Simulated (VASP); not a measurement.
# Te (Im-3m) in VASP: notebook

Runs on Te. Level: RPBE. Tasks: single point.

All numbers are computed with VASP 6.6.1; they aren't measurements. Logs are shortened: lines on timing, memory, paths and dates and some standing lists are left out, and cuts for length are marked.

### Step 1. The cell of the first run

Symmetry: Im-3m, No. 229, cubic system. The conventional cell has a = 3.830 Å, b = 3.830 Å, c = 3.830 Å, α = 90.00°, β = 90.00°, γ = 90.00°. Within 4.4 Å of Te (site symmetry m-3m) lie 14 Te at 3.32 to 3.83 Å.

This isn't the form of Te at room conditions, which is trigonal, of chains.

### Step 2. Single point, RPBE (28.09 Å³/atom)

INCAR reads:

```
ALGO     = Normal         # electronic algorithm
EDIFF    = 1E-6           # SCF threshold, eV
ENCUT    = 520            # plane-wave cutoff, eV
GGA      = RP             # functional
ISIF     = 2              # what is computed and relaxed
ISMEAR   = -1             # smearing method
LASPH    = True           # aspherical terms in the spheres
LCHARG   = True           # write CHGCAR
LELF     = True           # ELF
LREAL    = False          # projectors in reciprocal space
LVHAR    = True         
LWAVE    = False          # write WAVECAR
NBANDS   = 9              # bands
NELM     = 100            # most SCF steps
PREC     = Accurate       # precision mode
SIGMA    = 0.1            # smearing width, eV
```

KPOINTS reads:

```
k-points
0
Gamma
  13 13 13
```

POSCAR reads:

```
Te
1.0
   -1.9149235687      1.9149235687      1.9149235687
    1.9149235687     -1.9149235687      1.9149235687
    1.9149235687      1.9149235687     -1.9149235687
Te
1
Direct
    0.0000000000      0.0000000000      0.0000000000
```

Potentials or basis: VASP PAW PBE potentials, release 64 (Te).

On the command line:

```
$ cat potpaw_PBE.64/Te/POTCAR > POTCAR
$ mpirun -np 1 vasp_std > vasp.out
```

OUTCAR:

```text
EDIFF = 1E-6
   ENCUT = 520
   GGA = RP
   ISIF = 2
   ISMEAR = -1
   LASPH = True
   LREAL = False
   NELM = 100
   PREC = Accurate

 ion  position               nearest neighbor table
   1  0.000  0.000  0.000-

  LATTYP: Found a body centered cubic cell.
 ALAT       =     3.8298471374

  Lattice vectors:

 A1 = (  -1.9149235687,   1.9149235687,   1.9149235687)
 A2 = (   1.9149235687,  -1.9149235687,   1.9149235687)
 A3 = (   1.9149235687,   1.9149235687,  -1.9149235687)

Analysis of symmetry for initial positions (statically):
=====================================================================
 Subroutine PRICEL returns:
 Original cell was already a primitive cell.

 Routine SETGRP: Setting up the symmetry group for a
 body centered cubic supercell.

 Subroutine GETGRP returns: Found 48 space group operations
 (whereof 48 operations were pure point group operations)
 out of a pool of 48 trial point group operations.

The static configuration has the point symmetry O_h .

Analysis of symmetry for dynamics (positions and initial velocities):
=====================================================================
 Subroutine PRICEL returns:
 Original cell was already a primitive cell.

 Routine SETGRP: Setting up the symmetry group for a
 body centered cubic supercell.

 Subroutine GETGRP returns: Found 48 space group operations
 (whereof 48 operations were pure point group operations)
 out of a pool of 48 trial point group operations.

The dynamic configuration has the point symmetry O_h .

 Subroutine INISYM returns: Found 48 space group operations
 (whereof 48 operations are pure point group operations),
 and found     1 'primitive' translations

----------------------------------------------------------------------------------------

                                     Primitive cell

  volume of cell :      28.0876

  direct lattice vectors                    reciprocal lattice vectors
    -1.914923569  1.914923569  1.914923569     0.000000000  0.261107027  0.261107027
     1.914923569 -1.914923569  1.914923569     0.261107027  0.000000000  0.261107027
     1.914923569  1.914923569 -1.914923569     0.261107027  0.261107027  0.000000000

  length of vectors
     3.316744914  3.316744914  3.316744914     0.369261099  0.369261099  0.369261099

  position of ions in fractional coordinates (direct lattice)
     0.000000000  0.000000000  0.000000000

  ion indices of the primitive-cell ions
   primitive index   ion index
[... 76 lines left out ...]
   NSW    =      0    number of steps for IOM
   IBRION =     -1    ionic relax: 0-MD 1-quasi-New 2-CG
   NFREE  =      0    steps in history (QN), initial steepest desc. (CG)
   ISIF   =      2    stress and relaxation
   ISYM   =      2    0-nonsym 1-usesym 2-fastsym
   POTIM  = 0.5000    time-step for ionic-motion
   TEBEG  =    0.0;   TEEND  =   0.0 temperature during run
   PSTRESS=    0.0 pullay stress
   NELECT =       6.0000    total number of electrons
   NUPDOWN=      -1.0000    fix difference up-down
   EMIN   =  10.00;   EMAX   =-10.00  energy-range for DOS
   EFERMI =   0.00;   METHOD = LEGACY
   ISMEAR =    -1;   SIGMA  =   0.10  broadening in eV -4-tet -1-fermi 0-gaus
   EFERMI_NEDOS =   21; number of points for ismear=-14 and -15
   IALGO  =     38    algorithm
   IMIX   =      4    mixing-type and parameters
     AMIX     =   0.40;   BMIX     =  1.00
     AMIX_MAG =   1.60;   BMIX_MAG =  1.00
  volume/ion in A,a.u.               =      28.09       189.54
  Fermi-wavevector in a.u.,A,eV,Ry     =   0.978634  1.849351 13.030643  0.957725
  Thomas-Fermi vector in A             =   2.109425
   LORBIT       =      0    0 simple, 1 ext, 2 COOP (PROOUT), +10 PAW based schemes
   GGA     = RP    functional components
   LHFCALC =     F    Hartree Fock is set to
   AEXX    =    0.0000 exact exchange contribution
   IVDW    =     0    specifies the selected vdW correction
   LEPSILON=     F    determine dielectric tensor
   LRPA    =     F    only Hartree local field effects (RPA)
 non-spin polarized calculation
  energy-cutoff  :      520.00
  volume of cell :       28.09
 maximum number of plane-waves:       767
 NGX is ok and might be reduce to    28
   NGX = 13   NGY = 13   NGZ = 13

 number of electron       6.0000000 magnetization

 Free energy of the ion-electron system (eV)
  ---------------------------------------------------
  ext. energy  EPLUGINS =         0.00000000
  ---------------------------------------------------
  free energy    TOTEN  =        -2.44494707 eV

  energy without entropy =       -2.42246241  energy(sigma->0) =       -2.43370474

 E-fermi :   8.1513     XC(G=0): -10.0870

 val. band max:        8.1501650592   @ k =  -0.3846   0.3846   0.0769
 cond. band min:       8.1965803250   @ k =  -0.2308   0.3077   0.0769
 fundamental gap:      0.0464152657
 Fermi energy:         8.1512573186

 k-point     1 :       0.0000    0.0000    0.0000
  band No.  band energies     occupation
      1      -5.8323      2.00000
      2      11.1846      0.00000
      3      11.1846      0.00000
      4      11.1846      0.00000
      5      17.9955      0.00000
      6      17.9955      0.00000
      7      17.9955      0.00000
      8      18.1401      0.00000
      9      20.0118      0.00000
[... 265 lines left out ...]
 k-point    24 :       0.2308    0.0769    0.0769
  band No.  band energies     occupation
      1      -3.9976      2.00000
      2       4.8575      2.00000
      3       8.0987      1.25674
      4       9.3845      0.00001
      5      15.8495      0.00000
      6      16.2465      0.00000
      7      20.0246      0.00000
      8      20.4491      0.00000
      9      21.4849      0.00000

 [... further k-points ...]

------------------------ aborting loop because EDIFF is reached ----------------------------------------

  FORCE on cell =-STRESS in cart. coord.  units (eV):
  Direction    XX          YY          ZZ          XY          YZ          ZX
  --------------------------------------------------------------------------------------
  -------------------------------------------------------------------------------------
  Total        0.3615749      0.3615749      0.3615749      0.0000000      0.0000000     -0.0000000
  in kB       20.6250299     20.6250299     20.6250299      0.0000000      0.0000000     -0.0000000
  external PRESSURE =      20.6250299 kB  Pullay stress =       0.0000000 kB

 VOLUME and BASIS-vectors are now :
 -----------------------------------------------------------------------------
  energy-cutoff  :      520.00
  volume of cell :       28.09
      direct lattice vectors                 reciprocal lattice vectors
    -1.914923569  1.914923569  1.914923569     0.000000000  0.261107027  0.261107027
     1.914923569 -1.914923569  1.914923569     0.261107027  0.000000000  0.261107027
     1.914923569  1.914923569 -1.914923569     0.261107027  0.261107027  0.000000000

 POSITION                                       TOTAL-FORCE (eV/Angst)
 -----------------------------------------------------------------------------------
      0.00000      0.00000      0.00000         0.000000      0.000000      0.000000
 -----------------------------------------------------------------------------------
    total drift:                                0.000000      0.000000      0.000000

  FREE ENERGIE OF THE ION-ELECTRON SYSTEM (eV)
  ---------------------------------------------------
  free  energy   TOTEN  =        -2.4449470683 eV

  energy  without entropy=       -2.4224624066  energy(sigma->0) =       -2.43370474
```

It took 37 s on 1 thread of Intel Xeon 8259CL, shared host; peak memory 0.17 GiB.

What came out:

| Property | Result |
| --- | --- |
| Free energy | -2.4449 eV |
| Pressure | 2.1 GPa |
| Band gap on the k mesh | zero (bands 3 and 4 overlap by 6.08 eV) |

Levels at points of the mesh, in eV from the Fermi level:
| k point | band 1 | band 2 | band 3 | band 4 | band 5 | band 6 | band 7 |
| --- | --- | --- | --- | --- | --- | --- | --- |
| (0.00, 0.00, 0.00) | -13.98 | 3.03 | 3.03 | 3.03 | 9.84 | 9.84 | 9.84 |

Caveat: the PAW data sets were made with another functional, which shifts forces and pressure a little; spin-orbit coupling is left out, which moves the levels of the heavy elements.

### Step 3. Single point, RPBE (29.26 Å³/atom)

This run uses another cell than the first one, of 29.26 Å³/atom.

INCAR reads:

```
PREC = Accurate
ENCUT = 520
EDIFF = 1E-7
ISMEAR = -1
SIGMA = 0.1
LREAL = False
LASPH = True
NELM = 60
ALGO = Normal
ISIF = 2
LWAVE = False
LCHARG = False
GGA = RP
NBANDS = 9
```

KPOINTS reads:

```
regular mesh
0
Gamma
  13 13 13
```

POSCAR reads:

```
Te
1.0
   -1.9411586585      1.9411586585      1.9411586585
    1.9411586585     -1.9411586585      1.9411586585
    1.9411586585      1.9411586585     -1.9411586585
Te
1
Direct
    0.0000000000      0.0000000000      0.0000000000
```

Potentials or basis: VASP PAW PBE potentials, release 64 (Te).

On the command line:

```
$ cat potpaw_PBE.64/Te/POTCAR > POTCAR
$ mpirun -np 1 vasp_std > vasp.out
```

It took 38 s on 1 thread of Intel Xeon 8259CL, shared host; peak memory 0.17 GiB.

The run converged. Its results:

```
Free energy            : -2.4515 eV
Pressure               : -0.2 GPa
Band gap on the k mesh : zero (bands 3 and 4 overlap by 5.68 eV)
```

Levels at points of the mesh, in eV from the Fermi level:
```
           k point  band 1  band 2  band 3  band 4  band 5  band 6
(0.00, 0.00, 0.00)  -13.67    2.81    2.81    2.81    9.50    9.75
```

Caveat: the PAW data sets were made with another functional, which shifts forces and pressure a little; spin-orbit coupling is left out, which moves the levels of the heavy elements.

### Step 4. Single point, RPBE (30.43 Å³/atom)

This run uses another cell than the first one, of 30.43 Å³/atom.

INCAR reads:

```
  PREC = Accurate
  ENCUT = 520
  EDIFF = 1E-6
  ISMEAR = -1
  SIGMA = 0.1
  LREAL = False
  LASPH = True
  NELM = 80
  ALGO = Normal
  ISIF = 2
  LWAVE = False
  LCHARG = True
  GGA = RP
  LELF = True
  LVHAR = True
  NBANDS = 9
```

KPOINTS is that of step 3.

POSCAR reads:

```
Te
1.0
   -1.9667031492      1.9667031492      1.9667031492
    1.9667031492     -1.9667031492      1.9667031492
    1.9667031492      1.9667031492     -1.9667031492
Te
1
Direct
    0.0000000000      0.0000000000      0.0000000000
```

On the command line:

```
$ cat potpaw_PBE.64/Te/POTCAR > POTCAR
$ mpirun -np 1 vasp_std > vasp.out
```

Run time: 29 s. Hardware: 1 thread of Intel Xeon 8259CL, shared host; peak memory 0.17 GiB.

Results (log left out):

| Property | Result |
| --- | --- |
| Free energy | -2.4437 eV |
| Pressure | -1.9 GPa |
| Band gap on the k mesh | zero (bands 3 and 4 overlap by 5.32 eV) |

Levels at points of the mesh, in eV from the Fermi level:
```csv
k point,band 1,band 2,band 3,band 4,band 5,band 6,band 7,band 8
"(0.00, 0.00, 0.00)",-13.38,2.61,2.61,2.61,9.06,9.67,9.67,9.67
```

Caveat: the PAW data sets were made with another functional, which shifts forces and pressure a little; spin-orbit coupling is left out, which moves the levels of the heavy elements.

### Step 5. Single point, RPBE (31.60 Å³/atom)

This run uses another cell than the first one, of 31.60 Å³/atom.

INCAR reads:

```
SYSTEM = Te
PREC = Accurate
ENCUT = 520
EDIFF = 1E-6
ISMEAR = -1
SIGMA = 0.1
LREAL = .FALSE.
LASPH = .TRUE.
NELM = 80
ALGO = Normal
ISIF = 2
LWAVE = .FALSE.
LCHARG = .FALSE.
GGA = RP
NBANDS = 9
```

KPOINTS reads:

```
regular mesh
0
G
  13 13 13
  0 0 0
```

POSCAR reads:

```
Te
1.0
   -1.9916007688      1.9916007688      1.9916007688
    1.9916007688     -1.9916007688      1.9916007688
    1.9916007688      1.9916007688     -1.9916007688
Te
1
Direct
    0.0000000000      0.0000000000      0.0000000000
```

On the command line:

```
$ cat potpaw_PBE.64/Te/POTCAR > POTCAR
$ mpirun -np 1 vasp_std > vasp.out
```

It took 30 s on 1 thread of Intel Xeon 8259CL, shared host; peak memory 0.17 GiB.

Results (log left out):

```
Free energy            : -2.4246 eV
Pressure               : -3.3 GPa
Band gap on the k mesh : zero (bands 3 and 4 overlap by 5.01 eV)
```

Levels at points of the mesh, in eV from the Fermi level:
```tsv
k point	band 1	band 2	band 3	band 4	band 5	band 6	band 7
(0.00, 0.00, 0.00)	-13.11	2.44	2.44	2.44	8.67	9.60	9.60
```

Caveat: the cell stands under tension; the PAW data sets were made with another functional, which shifts forces and pressure a little; spin-orbit coupling is left out, which moves the levels of the heavy elements.

### Step 6. The runs side by side

| cell | gap on the mesh (eV) | pressure (GPa) |
| --- | --- | --- |
| a = 3.317 Å, angles 109.5°, 1 atom | none | 2.1 |
| a = 3.362 Å, angles 109.5°, 1 atom | none | -0.2 |
| a = 3.406 Å, angles 109.5°, 1 atom | none | -1.9 |
| a = 3.450 Å, angles 109.5°, 1 atom | none | -3.3 |

Alike in all rows: task single point; level RPBE; potentials or basis VASP PAW PBE potentials, release 64 (Te); no spin polarisation; k mesh 13 × 13 × 13; cutoff (eV) 520; smearing fermi-dirac 0.1 eV.

Caveats: the PAW data sets were made with another functional, which shifts forces and pressure a little; spin-orbit coupling is left out, which moves the levels of the heavy elements; the cell stands under tension (at least some runs).

Absolute energies hang on the potentials; compare differences alone.
